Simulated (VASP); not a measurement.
# Ag (P6_3/mmc) in VASP: notebook, part 2 of 2

VASP 6.6.1. Earlier steps stand in the parts before.

## 5. Single point, PBE

This run uses another cell than the first one, of 17.81 Å³/atom.

File INCAR:

```
SYSTEM = Ag
PREC = Accurate
ENCUT = 520
EDIFF = 1E-7
ISMEAR = -1
SIGMA = 0.03
LREAL = .False.
LASPH = .True.
NELM = 100
ALGO = Normal
ISIF = 2
LWAVE = .False.
LCHARG = .False.
GGA = PE
NBANDS = 18
```

File KPOINTS:

```
Automatic mesh
0
Gamma
  6 6 4
  0 0 0
```

File POSCAR:

```
Ag
1.0
    2.9299980804      0.0000000000      0.0000000000
   -1.4649990402      2.5374527707      0.0000000000
    0.0000000000      0.0000000000      4.7900000000
Ag
2
Direct
    0.3333333333      0.6666666667      0.2500000000
    0.6666666667      0.3333333333      0.7500000000
```

Potentials or basis: VASP PAW PBE potentials, release 64 (Ag).

Started as:

```bash
> cat potpaw_PBE.64/Ag/POTCAR > POTCAR
> mpirun -np 1 vasp_std > vasp.out
```

OUTCAR:

```text
SYSTEM = Ag
   PREC = Accurate
   ENCUT = 520
   EDIFF = 1E-7
   ISMEAR = -1
   LREAL = .False.
   LASPH = .True.
   NELM = 100
   ISIF = 2
   GGA = PE

 ion  position               nearest neighbor table
   1  0.333  0.667  0.250-   2 2.93   2 2.93   2 2.93   2 2.93   2 2.93   2 2.93
   2  0.667  0.333  0.750-   1 2.93   1 2.93   1 2.93   1 2.93   1 2.93   1 2.93

  LATTYP: Found a hexagonal cell.
 ALAT       =     2.9299980804
 C/A-ratio  =     1.6348133577

  Lattice vectors:

 A1 = (   2.9299980804,   0.0000000000,   0.0000000000)
 A2 = (  -1.4649990402,   2.5374527707,   0.0000000000)
 A3 = (   0.0000000000,   0.0000000000,   4.7900000000)

Analysis of symmetry for initial positions (statically):
=====================================================================
 Subroutine PRICEL returns:
 Original cell was already a primitive cell.

 Routine SETGRP: Setting up the symmetry group for a
 hexagonal supercell.

 Subroutine GETGRP returns: Found 24 space group operations
 (whereof 12 operations were pure point group operations)
 out of a pool of 24 trial point group operations.

The static configuration has the point symmetry D_3d.
 The point group associated with its full space group is D_6h.

Analysis of symmetry for dynamics (positions and initial velocities):
=====================================================================
 Subroutine PRICEL returns:
 Original cell was already a primitive cell.

 Routine SETGRP: Setting up the symmetry group for a
 hexagonal supercell.

 Subroutine GETGRP returns: Found 24 space group operations
 (whereof 12 operations were pure point group operations)
 out of a pool of 24 trial point group operations.

The dynamic configuration has the point symmetry D_3d.
 The point group associated with its full space group is D_6h.

 Subroutine INISYM returns: Found 24 space group operations
 (whereof 12 operations are pure point group operations),
 and found     1 'primitive' translations

----------------------------------------------------------------------------------------

                                     Primitive cell

  volume of cell :      35.6124

  direct lattice vectors                    reciprocal lattice vectors
     2.929998080  0.000000000  0.000000000     0.341297152  0.197048003  0.000000000
    -1.464999040  2.537452771  0.000000000     0.000000000  0.394096005  0.000000000
     0.000000000  0.000000000  4.790000000     0.000000000  0.000000000  0.208768267

  length of vectors
     2.929998080  2.929998080  4.790000000     0.394096005  0.394096005  0.208768267

  position of ions in fractional coordinates (direct lattice)
     0.333333333  0.666666667  0.250000000
     0.666666667  0.333333333  0.750000000

  ion indices of the primitive-cell ions
   primitive index   ion index
                 1           1
                 2           2

----------------------------------------------------------------------------------------

 KPOINTS: Automatic mesh

Automatic generation of k-mesh.
 Grid dimensions read from file:
 generate k-points for:    6    6    4

 Generating k-lattice:

  Cartesian coordinates                     Fractional coordinates (reciprocal lattice)
     0.056882859  0.032841334  0.000000000     0.166666667  0.000000000  0.000000000
     0.000000000  0.065682668  0.000000000     0.000000000  0.166666667  0.000000000
     0.000000000  0.000000000  0.052192067     0.000000000  0.000000000  0.250000000

  Length of vectors
     0.065682668  0.065682668  0.052192067

  Shift w.r.t. Gamma in fractional coordinates (k-lattice)
     0.000000000  0.000000000  0.000000000

 Subroutine IBZKPT returns following result:
 ===========================================

 Found     21 irreducible k-points:

 Following reciprocal coordinates:
            Coordinates               Weight
  0.000000  0.000000  0.000000      1.000000
  0.166667 -0.000000  0.000000      6.000000
  0.333333  0.000000  0.000000      6.000000
  0.500000  0.000000  0.000000      3.000000
  0.166667  0.166667  0.000000      6.000000
  0.333333  0.166667  0.000000     12.000000
[... 13 lines left out ...]
  0.333333  0.166667  0.500000     12.000000
  0.333333  0.333333  0.500000      2.000000
   k-points           NKPTS =     21   k-points in BZ     NKDIM =     21   number of bands    NBANDS=     18
   number of dos      NEDOS =    301   number of ions     NIONS =      2
   total plane-waves  NPLWV =  20736
   dimension x,y,z NGX =    24 NGY =   24 NGZ =   36
   dimension x,y,z NGXF=    48 NGYF=   48 NGZF=   72
   ions per type =               2
   NGX,Y,Z   is equivalent  to a cutoff of  13.62, 13.62, 12.49 a.u.
   NGXF,Y,Z  is equivalent  to a cutoff of  27.23, 27.23, 24.99 a.u.
 SYSTEM =  Ag
   PREC   = accura    normal or accurate (medium, high low for compatibility)
   ISTART =      0    job   : 0-new  1-cont  2-samecut
   ICHARG =      2    charge: 1-file 2-atom 10-const
   ISPIN  =      1    spin polarized calculation?
   LNONCOLLINEAR =      F non collinear calculations
   LSORBIT =      F    spin-orbit coupling
   LASPH  =      T    aspherical Exc in radial PAW
   ENCUT  =  520.0 eV  38.22 Ry    6.18 a.u.   5.45  5.45  8.91*2*pi/ulx,y,z
   NELM   =    100;   NELMIN=  2; NELMDL= -5     # of ELM steps
   EDIFF  = 0.1E-06   stopping-criterion for ELM
   LREAL  =      F    real-space projection
   EDIFFG = 0.1E-05   stopping-criterion for IOM
   NSW    =      0    number of steps for IOM
   IBRION =     -1    ionic relax: 0-MD 1-quasi-New 2-CG
   NFREE  =      0    steps in history (QN), initial steepest desc. (CG)
   ISIF   =      2    stress and relaxation
   ISYM   =      2    0-nonsym 1-usesym 2-fastsym
   POTIM  = 0.5000    time-step for ionic-motion
   TEBEG  =    0.0;   TEEND  =   0.0 temperature during run
   PSTRESS=    0.0 pullay stress
   NELECT =      22.0000    total number of electrons
   NUPDOWN=      -1.0000    fix difference up-down
   EMIN   =  10.00;   EMAX   =-10.00  energy-range for DOS
   EFERMI =   0.00;   METHOD = LEGACY
   ISMEAR =    -1;   SIGMA  =   0.03  broadening in eV -4-tet -1-fermi 0-gaus
   EFERMI_NEDOS =   21; number of points for ismear=-14 and -15
   IALGO  =     38    algorithm
   IMIX   =      4    mixing-type and parameters
     AMIX     =   0.40;   BMIX     =  1.00
     AMIX_MAG =   1.60;   BMIX_MAG =  1.00
  volume/ion in A,a.u.               =      17.81       120.16
  Fermi-wavevector in a.u.,A,eV,Ry     =   1.394276  2.634800 26.449806  1.944006
  Thomas-Fermi vector in A             =   2.517841
   LORBIT       =      0    0 simple, 1 ext, 2 COOP (PROOUT), +10 PAW based schemes
   GGA     = PE    functional components
   LHFCALC =     F    Hartree Fock is set to
   AEXX    =    0.0000 exact exchange contribution
   IVDW    =     0    specifies the selected vdW correction
   LEPSILON=     F    determine dielectric tensor
   LRPA    =     F    only Hartree local field effects (RPA)
 non-spin polarized calculation
  energy-cutoff  :      520.00
  volume of cell :       35.61
 maximum number of plane-waves:       989
 NGX is ok and might be reduce to    24
   NGX = 11   NGY = 11   NGZ = 17

 number of electron      22.0000005 magnetization

 Free energy of the ion-electron system (eV)
  ---------------------------------------------------
  ext. energy  EPLUGINS =         0.00000000
  ---------------------------------------------------
  free energy    TOTEN  =        -5.38903919 eV

  energy without entropy =       -5.38615799  energy(sigma->0) =       -5.38759859

 E-fermi :   7.6999     XC(G=0): -11.9487

 val. band max:        7.6279022828   @ k =   0.3333   0.1667   0.2500
 cond. band min:       7.9702658477   @ k =   0.5000   0.0000   0.0000
 fundamental gap:      0.3423635649
 Fermi energy:         7.6999478698

 k-point     1 :       0.0000    0.0000    0.0000
  band No.  band energies     occupation
      1       0.3889      2.00000
      2       1.7157      2.00000
      3       3.1889      2.00000
      4       3.2925      2.00000
      5       3.2925      2.00000
      6       3.5121      2.00000
[... 10 lines left out ...]
     17      25.6273      0.00000
     18      25.6273      0.00000
[... 400 lines left out ...]
 k-point    21 :       0.3333    0.3333    0.5000
  band No.  band energies     occupation
      1       2.4551      2.00000
      2       2.4551      2.00000
      3       2.8529      2.00000
      4       2.8529      2.00000
      5       3.3734      2.00000
      6       3.3734      2.00000
[... 10 lines left out ...]
     17      24.0380      0.00000
     18      24.0380      0.00000

------------------------ aborting loop because EDIFF is reached ----------------------------------------

  FORCE on cell =-STRESS in cart. coord.  units (eV):
  Direction    XX          YY          ZZ          XY          YZ          ZX
  --------------------------------------------------------------------------------------
  -------------------------------------------------------------------------------------
  Total        0.4146551      0.4146551     -0.2294746      0.0000000     -0.0000000      0.0000000
  in kB       18.6550640     18.6550640    -10.3239153      0.0000000     -0.0000000      0.0000000
  external PRESSURE =       8.9954042 kB  Pullay stress =       0.0000000 kB

 VOLUME and BASIS-vectors are now :
 -----------------------------------------------------------------------------
  energy-cutoff  :      520.00
  volume of cell :       35.61
      direct lattice vectors                 reciprocal lattice vectors
     2.929998080  0.000000000  0.000000000     0.341297152  0.197048003  0.000000000
    -1.464999040  2.537452771  0.000000000     0.000000000  0.394096005  0.000000000
     0.000000000  0.000000000  4.790000000     0.000000000  0.000000000  0.208768267

 POSITION                                       TOTAL-FORCE (eV/Angst)
 -----------------------------------------------------------------------------------
     -0.00000      1.69164      1.19750        -0.000000     -0.000000      0.000000
      1.46500      0.84582      3.59250         0.000000      0.000000      0.000000
 -----------------------------------------------------------------------------------
    total drift:                               -0.000000      0.000000     -0.000000

  FREE ENERGIE OF THE ION-ELECTRON SYSTEM (eV)
  ---------------------------------------------------
  free  energy   TOTEN  =        -5.3890391851 eV

  energy  without entropy=       -5.3861579946  energy(sigma->0) =       -5.38759859
```

stdout:

```text
POSCAR found type information on POSCAR Ag
 POSCAR found :  1 types and       2 ions
 scaLAPACK will be used
 LDA part: xc-table for (Slater+PW92), standard interpolation
 POSCAR, INCAR and KPOINTS ok, starting setup
 FFT: planning ... GRIDC
 FFT: planning ... GRID_SOFT
 FFT: planning ... GRID
 WAVECAR not read
 entering main loop
```

Wall time 14 s (1 thread of Intel Xeon 8259CL, shared host); peak memory 0.15 GiB.

Results:

```yaml
Free_energy: -5.3890 eV
Pressure: 0.9 GPa
Band_gap_on_the_k_mesh: zero (bands 11 and 12 overlap by 7.35 eV)
```

Caveat: the k points lie up to 0.41 Å⁻¹ apart, too coarse for converged energies and pressures of a metal.

## 6. Summary

```tsv
cell	k mesh	cutoff (eV)	gap on the mesh (eV)	pressure (GPa)
a = 2.978, b = 2.978, c = 4.869 Å, angles 90.0, 90.0, 120.0°, 2 atoms	13 × 13 × 7	500	none	-3.7
a = 2.905, b = 2.905, c = 4.750 Å, angles 90.0, 90.0, 120.0°, 2 atoms	13 × 13 × 7	520	none	2.6
a = 2.930, b = 2.930, c = 4.790 Å, angles 90.0, 90.0, 120.0°, 2 atoms	4 × 4 × 2	520	none	0.5
a = 2.930, b = 2.930, c = 4.790 Å, angles 90.0, 90.0, 120.0°, 2 atoms	6 × 6 × 4	520	none	0.9
```

Alike in all rows: task single point; level PBE; potentials or basis VASP PAW PBE potentials, release 64 (Ag); no spin polarisation; smearing fermi-dirac 0.03 eV.

Caveats: some runs use coarse meshes; the cell stands under tension (at least some runs).

Total energies depend on the potentials used, so only differences within one code and one set of settings carry meaning.
